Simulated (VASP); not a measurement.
Input of a VASP 6.6.1 run:

File INCAR:

```
SYSTEM = GaP
ALGO     = Normal         ! electronic algorithm
EDIFF    = 1E-8           ! SCF threshold, eV
ENCUT    = 600            ! plane-wave cutoff, eV
GGA      = PS             ! functional
IBRION   = 6              ! ionic algorithm
ISIF     = 3              ! what is computed and relaxed
ISMEAR   = 0              ! smearing method
LASPH    = .True.         ! aspherical terms in the spheres
LCHARG   = .False.        ! write CHGCAR
LREAL    = .False.        ! projectors in reciprocal space
LWAVE    = .False.        ! write WAVECAR
NBANDS   = 16             ! bands
NELM     = 100            ! most SCF steps
NFREE    = 2            
NSW      = 1              ! ionic steps
POTIM    = 0.015          ! step
PREC     = Accurate       ! precision mode
SIGMA    = 0.05           ! smearing width, eV
```

File KPOINTS:

```
k-points
0
Gamma
  10 10 10
  0 0 0
```

Contents of POSCAR:

```
GaP
1.0
    0.0000000000      2.7192436765      2.7192436765
    2.7192436765      0.0000000000      2.7192436765
    2.7192436765      2.7192436765      0.0000000000
Ga P
1 1
Direct
    0.0000000000      0.0000000000      0.0000000000
    0.7500000000      0.7500000000      0.7500000000
```

Potentials or basis: VASP PAW PBE potentials, release 64 (Ga_d, P).

Launch:

```console
$ cat potpaw_PBE.64/Ga_d/POTCAR potpaw_PBE.64/P/POTCAR > POTCAR
$ mpirun -np 1 vasp_std > vasp.out
```

(1) Predict the elastic constants C11, C12, C44.

(2) What does it give for the Voigt bulk modulus?

(3) Estimate the highest phonon frequency at Γ, LO-TO splitting left out.

Answers

(1) 134, 60, 68 GPa.

(2) 84 GPa.

(3) 356 cm⁻¹.

Caveat: the PAW data sets were made with another functional, which shifts forces and pressure a little.
